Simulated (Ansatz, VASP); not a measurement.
**Pt: VASP beside Ansatz**

Contents of POSCAR:

```
Pt
1.0
    1.4199310067     -2.5507036531      0.0000000000
    1.4199310067      2.5507036531      0.0000000000
    0.0000000000      0.0000000000      4.8568390303
Pt
2
Direct
    0.6641465040      0.3358534960      0.2500000000
    0.3358534960      0.6641465040      0.7500000000
```

The input INCAR.step1:

```
SYSTEM = Pt
PREC = Accurate
ENCUT = 520
ISMEAR = 0
SIGMA = 0.1
LREAL = .FALSE.
LASPH = .TRUE.
NELM = 60
NBANDS = 17
GGA = PE
ALGO = Normal
EDIFF = 1E-4
LWAVE = .TRUE.
LCHARG = .FALSE.
```

The input INCAR.step2:

```
SYSTEM = Pt
PREC = Accurate
ENCUT = 520
EDIFF = 1E-6
ISMEAR = 0
SIGMA = 0.1
LREAL = .FALSE.
LASPH = .TRUE.
NELM = 60
ALGO = Normal
ISIF = 2
LWAVE = .FALSE.
LCHARG = .TRUE.
METAGGA = R2SCAN
LMIXTAU = .TRUE.
LELF = .TRUE.
LVHAR = .TRUE.
NBANDS = 17
ISTART = 1
```

The input KPOINTS:

```
regular mesh
0
G
  8 8 4
  0 0 0
```

Input for Ansatz:

```yaml
crystal:
  lattice:
    - [1.4199310047, -2.5507036507, 0.0]
    - [1.4199310047, 2.5507036507, 0.0]
    - [0.0, 0.0, 4.8568390331]
  atoms:
    - { symbol: Pt, position: [0.6641465054, 0.3358534946, 0.25] }
    - { symbol: Pt, position: [0.3358534946, 0.6641465054, 0.75] }
basis:
  ecutwfc: 500
kpoints:
  mp_grid: { grid: [8, 8, 4] }
hamiltonian:
  xc: r2scan
scf:
  occupations: { method: gaussian, width: 0.1 }
output:
  forces: true
  stress: true
  eigenvalues: true
```

Alike in both runs: task single point; functional r2SCAN; k mesh 8 × 8 × 4; occupations gaussian, width 0.1 eV; no spin polarisation.

```csv
,VASP,Ansatz
version,VASP 6.6.1,Ansatz 0.2.0
potentials or method,"VASP PAW PBE potentials, release 64 (Pt), cutoff 520 eV","scalar-relativistic, plane waves, PAW"
valence electrons in the cell,20,36
```

```tsv
	VASP	Ansatz	Ansatz less VASP
gap on the k mesh at the Fermi level (eV)	none	none	-
pressure (GPa)	-24.2	-24.4	-0.21
traceless stress, the component that is largest in VASP (GPa)	-3.34	-3.36	-0.015
rms of the force components (eV/Å)	0.004	0.004	-0.0004
```

VASP's potentials were made for PBE, not for r2SCAN. Atom by atom the forces differ by 0.000 eV/Å (rms over components). A gap of «none» marks a metal or a gap that the smearing closes. The functional is the same, so the differences come from potentials, cutoffs and numerics. VASP's potentials hold 20 valence electrons a cell and Ansatz's 36, so a difference there can come from the potentials and not from the codes.

Neither program's run includes spin-orbit coupling.
